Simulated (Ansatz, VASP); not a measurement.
Tl2B6Te in VASP and in Ansatz

```
Tl B Te
1.0
     0.00000    4.16381    4.16381
     4.16381    0.00000    4.16381
     4.16381    4.16381    0.00000
Tl B Te
2 6 1
Direct
  0.75000 0.75000 0.75000
  0.25000 0.25000 0.25000
  0.64781 0.64781 0.35219
  0.35219 0.35219 0.64781
  0.35219 0.64781 0.64781
  0.64781 0.35219 0.35219
  0.35219 0.64781 0.35219
  0.64781 0.35219 0.64781
  0.00000 0.00000 0.00000
```

Change from the starting cell: species swapped into the K2TeBr6 type (Fm-3m, No. 225).

Alike in both runs: functional PBE; k mesh 4 × 4 × 4; occupations gaussian, width 0.1 eV; no spin polarisation.

Ansatz relaxed the structure, and its values are those at the end. VASP's run is a single point on that final structure, the one shown.

|  | VASP | Ansatz |
| --- | --- | --- |
| version | VASP 6.6.1 | Ansatz 0.2.0 |
| potentials or method | VASP PAW PBE potentials, release 64 (Tl_d, B, Te), cutoff 520 eV | scalar-relativistic, plane waves, PAW |
| valence electrons in the cell | 50 | 60 |

|  | VASP | Ansatz | Ansatz less VASP |
| --- | --- | --- | --- |
| gap on the k mesh at the Fermi level (eV) | none | none | - |
| pressure (GPa) | 0.0 | 0.0 | -0.01 |
| rms of the force components (eV/Å) | 0.016 | 0.003 | -0.0126 |

A gap of «none» marks a metal or a gap that the smearing closes. VASP's potentials hold 50 valence electrons a cell and Ansatz's 60, so a difference there can come from the potentials and not from the codes.

Neither program's run includes spin-orbit coupling.
